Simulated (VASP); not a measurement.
# PmBi (Pm-3m) in VASP: single point with PBEsol

Aim: the single point of PmBi with PBEsol.

All numbers are computed with VASP 6.6.1; they aren't measurements. Logs are shortened: lines on timing, memory, paths and dates and some standing lists are left out, and cuts for length are marked.

### Step 1. The cell of the first run

It takes space group Pm-3m (No. 221, cubic). Conventional cell: a = 3.937 Å, b = 3.937 Å, c = 3.937 Å, α = 90.00°, β = 90.00°, γ = 90.00°. Within 4.5 Å of Pm (site symmetry m-3m) lie 8 Bi at 3.41 Å and 6 Pm at 3.94 Å. Bi (site symmetry m-3m) has 8 Pm at 3.41 Å and 6 Bi at 3.94 Å within 4.5 Å.

### Step 2. Single point, PBEsol, collinear spin, ferromagnetic start

Input file INCAR:

```
SYSTEM = PmBi
ALGO = Normal ; EDIFF = 1E-7
ENCUT = 520 ; GGA = PS
ISIF = 2 ; ISMEAR = 0
ISPIN = 2 ; LASPH = .True.
LCHARG = .False. ; LMAXMIX = 6
LORBIT = 11 ; LREAL = .False.
LWAVE = .False. ; MAGMOM = 5.03 0
NBANDS = 26 ; NELM = 150
PREC = Accurate ; SIGMA = 0.05
```

Input file KPOINTS:

```
k-points
0
Gamma
  8 8 8
  0 0 0
```

Input file POSCAR:

```
PmBi
1.0
    3.9366603178      0.0000000000      0.0000000000
    0.0000000000      3.9366603178      0.0000000000
    0.0000000000      0.0000000000      3.9366603178
Pm Bi
1 1
Direct
    0.0000000000      0.0000000000      0.0000000000
    0.5000000000      0.5000000000      0.5000000000
```

Potentials or basis: VASP PAW PBE potentials, release 64 (Pm, Bi_d).

Command:

```
$ cat potpaw_PBE.64/Pm/POTCAR potpaw_PBE.64/Bi_d/POTCAR > POTCAR
$ mpirun -np 1 vasp_std > vasp.out
```

OUTCAR:

```text
SYSTEM = PmBi
   EDIFF = 1E-7
   ENCUT = 520
   GGA = PS
   ISIF = 2
   ISMEAR = 0
   ISPIN = 2
   LASPH = .True.
   LORBIT = 11
   LREAL = .False.
   NELM = 150
   PREC = Accurate

 ion  position               nearest neighbor table
   1  0.000  0.000  0.000-   2 3.41   2 3.41   2 3.41   2 3.41   2 3.41   2 3.41   2 3.41   2 3.41

   2  0.500  0.500  0.500-   1 3.41   1 3.41   1 3.41   1 3.41   1 3.41   1 3.41   1 3.41   1 3.41

  LATTYP: Found a simple cubic cell.
 ALAT       =     3.9366603178

  Lattice vectors:

 A1 = (   3.9366603178,   0.0000000000,   0.0000000000)
 A2 = (   0.0000000000,   3.9366603178,   0.0000000000)
 A3 = (   0.0000000000,   0.0000000000,   3.9366603178)

Analysis of symmetry for initial positions (statically):
=====================================================================
 Subroutine PRICEL returns:
 Original cell was already a primitive cell.

 Routine SETGRP: Setting up the symmetry group for a
 simple cubic supercell.

 Subroutine GETGRP returns: Found 48 space group operations
 (whereof 48 operations were pure point group operations)
 out of a pool of 48 trial point group operations.

The static configuration has the point symmetry O_h .

Analysis of symmetry for dynamics (positions and initial velocities):
=====================================================================
 Subroutine PRICEL returns:
 Original cell was already a primitive cell.

 Routine SETGRP: Setting up the symmetry group for a
 simple cubic supercell.

 Subroutine GETGRP returns: Found 48 space group operations
 (whereof 48 operations were pure point group operations)
 out of a pool of 48 trial point group operations.

The dynamic configuration has the point symmetry O_h .

Analysis of structural, dynamic, and magnetic symmetry:
=====================================================================
 Subroutine PRICEL returns:
 Original cell was already a primitive cell.

 Routine SETGRP: Setting up the symmetry group for a
 simple cubic supercell.

 Subroutine GETGRP returns: Found 48 space group operations
 (whereof 48 operations were pure point group operations)
 out of a pool of 48 trial point group operations.

The overall configuration has the point symmetry O_h .

 Subroutine INISYM returns: Found 48 space group operations
 (whereof 48 operations are pure point group operations),
 and found     1 'primitive' translations

[... 111 lines left out ...]
   IALGO  =     38    algorithm
   IMIX   =      4    mixing-type and parameters
     AMIX     =   0.40;   BMIX     =  1.00
     AMIX_MAG =   1.60;   BMIX_MAG =  1.00
  volume/ion in A,a.u.               =      30.50       205.85
  Fermi-wavevector in a.u.,A,eV,Ry     =   1.292173  2.441853 22.717796  1.669711
  Thomas-Fermi vector in A             =   2.423897
   LORBIT       =     11    0 simple, 1 ext, 2 COOP (PROOUT), +10 PAW based schemes
   GGA     = PS    functional components
   LHFCALC =     F    Hartree Fock is set to
   AEXX    =    0.0000 exact exchange contribution
   IVDW    =     0    specifies the selected vdW correction
   LEPSILON=     F    determine dielectric tensor
   LRPA    =     F    only Hartree local field effects (RPA)
 spin polarized calculation
 Gauss-broadening in eV      SIGMA  =   0.05
  energy-cutoff  :      520.00
  volume of cell :       61.01
 maximum number of plane-waves:      1671
 NGX is ok and might be reduce to    30
   NGX = 15   NGY = 15   NGZ = 15

 number of electron      29.9999986 magnetization       4.6001753

 Free energy of the ion-electron system (eV)
  ---------------------------------------------------
  ext. energy  EPLUGINS =         0.00000000
  ---------------------------------------------------
  free energy    TOTEN  =       -13.85873809 eV

  energy without entropy =      -13.83696481  energy(sigma->0) =      -13.84785145

 E-fermi :   7.2970     XC(G=0): -10.4704

 val. band max:        7.2944286135   @ k =   0.2500   0.0000   0.0000
 cond. band min:       7.3049555867   @ k =   0.5000   0.2500   0.0000
 fundamental gap:      0.0105269732
 Fermi energy:         7.2970407990

 spin component 1

 k-point     1 :       0.0000    0.0000    0.0000
  band No.  band energies     occupation
      1     -31.4938      1.00000
      2     -14.7738      1.00000
      3     -14.7738      1.00000
      4     -14.7549      1.00000
      5     -14.7549      1.00000
      6     -14.7549      1.00000
[... 685 lines left out ...]
     25      12.2179      0.00000
     26      13.1618      0.00000

 [... further k-points ...]

 spin component 2

 k-point     1 :       0.0000    0.0000    0.0000
  band No.  band energies     occupation
      1     -29.4256      1.00000
      2     -14.7943      1.00000
      3     -14.7943      1.00000
      4     -14.7741      1.00000
      5     -14.7741      1.00000
      6     -14.7741      1.00000
[... 685 lines left out ...]
     25      13.1690      0.00000
     26      13.9524      0.00000

 [... further k-points ...]
[... 5 lines left out ...]
  --------------------------------------------------------------------------------------
  -------------------------------------------------------------------------------------
  Total       -0.0545599     -0.0545599     -0.0545599     -0.0000000     -0.0000000      0.0000000
  in kB       -1.4328496     -1.4328496     -1.4328496     -0.0000000     -0.0000000      0.0000000
  external PRESSURE =      -1.4328496 kB  Pullay stress =       0.0000000 kB

 VOLUME and BASIS-vectors are now :
 -----------------------------------------------------------------------------
  energy-cutoff  :      520.00
  volume of cell :       61.01
      direct lattice vectors                 reciprocal lattice vectors
     3.936660318  0.000000000  0.000000000     0.254022425  0.000000000  0.000000000
     0.000000000  3.936660318  0.000000000     0.000000000  0.254022425  0.000000000
     0.000000000  0.000000000  3.936660318     0.000000000  0.000000000  0.254022425

 POSITION                                       TOTAL-FORCE (eV/Angst)
 -----------------------------------------------------------------------------------
      0.00000      0.00000      0.00000         0.000000      0.000000      0.000000
      1.96833      1.96833      1.96833         0.000000      0.000000      0.000000
 -----------------------------------------------------------------------------------
    total drift:                                0.000000      0.000000      0.000000

  FREE ENERGIE OF THE ION-ELECTRON SYSTEM (eV)
  ---------------------------------------------------
  free  energy   TOTEN  =       -13.8587380854 eV

  energy  without entropy=      -13.8369648074  energy(sigma->0) =      -13.84785145

 total charge

# of ion       s       p       d       f       tot
--------------------------------------------------
    1        2.007   5.533   0.413   4.418  12.370
    2        1.457   1.602   9.895   0.000  12.953
--------------------------------------------------
tot          3.464   7.134  10.307   4.418  25.323

 magnetization (x)

# of ion       s       p       d       f       tot
--------------------------------------------------
    1       -0.009   0.005   0.072   4.365   4.433
    2       -0.006  -0.084   0.005   0.000  -0.086
--------------------------------------------------
tot         -0.015  -0.080   0.077   4.365   4.347
```

Run time: 2.8 min. Hardware: 1 thread of Intel Xeon Platinum 8259CL at 2.50GHz (Skylake/Cascade Lake), shared host; peak memory 0.25 GiB.

Results:

```
Free energy                                           : -13.8587 eV
Pressure                                              : -0.1 GPa
Net moment                                            : 4.60 μB per cell
Site moments                                          : Pm +4.43; Bi -0.09 μB
Valence electrons inside the program's atomic spheres : Pm 12.37; Bi 12.95
```

Caveat: the magnetic or orbital state may not be the lowest; the PAW data sets were made with another functional, which shifts forces and pressure a little; spin-orbit coupling is left out, which moves the levels of the heavy elements; without U or exact exchange the open f shell lies at the Fermi level, which spoils levels, moments and volumes. The state reached can hang on the start; a lower one may exist.
